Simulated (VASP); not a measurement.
## W: single point with r2SCAN

Crystal: W.

```
W
1.0
     3.13672    0.00000    0.00000
     0.00000    3.17632    0.00000
     0.00000    0.00000    3.17632
W
2
Cartesian
  0.0000 0.0000 0.0000
  1.5684 1.5882 1.5882
```

This cell differs from its parent crystal: uniaxial strain along a: -1.0 %.

| Item | Value |
| --- | --- |
| Program | VASP 6.6.1 |
| Task | single point |
| Functional | r2SCAN |
| Potentials or basis | VASP PAW PBE potentials, release 64 (W_sv) |
| Cutoff | 520 eV |
| k mesh | 16 × 16 × 16 |
| Occupations | gaussian, width 0.1 eV |
| Spin | no spin polarisation |

```
Pressure               : 3.1 GPa
Band gap on the k mesh : zero (band 14 reaches 11.89 eV, above the bottom of band 15 at 10.66 eV)
```

Stress tensor (GPa, compression positive):
```
5.62 0.00 0.00
0.00 1.81 0.00
0.00 0.00 1.81
```

Levels at points of the mesh, in eV from the Fermi level:
```tsv
k point	band 12	band 13	band 14	band 15	band 16	band 17
(0.00, 0.00, 0.00)	-1.44	-1.25	-1.25	2.41	2.65	5.30
(0.50, 0.00, 0.00)	-2.82	-0.69	-0.69	-0.69	-0.69	1.32
(0.00, 0.50, 0.00)	-2.88	-0.66	-0.66	-0.52	-0.52	1.42
(0.50, 0.50, 0.00)	-3.85	0.54	0.54	2.44	2.44	3.48
(0.00, 0.50, 0.50)	-3.67	0.43	0.43	2.22	2.22	3.35
(0.50, 0.50, 0.50)	-3.25	-3.17	-3.17	3.55	3.55	3.66
```

Run time: 3.1 min on 1 thread of Intel(R) Xeon(R) 6975P-C (Granite Rapids) (shared host), peak memory 0.31 GiB.

Caveat: the cell differs from its parent crystal (uniaxial strain along a: -1.0 %); the PAW data sets were made with another functional, which shifts forces and pressure a little; spin-orbit coupling is left out, which moves the levels of the heavy elements.
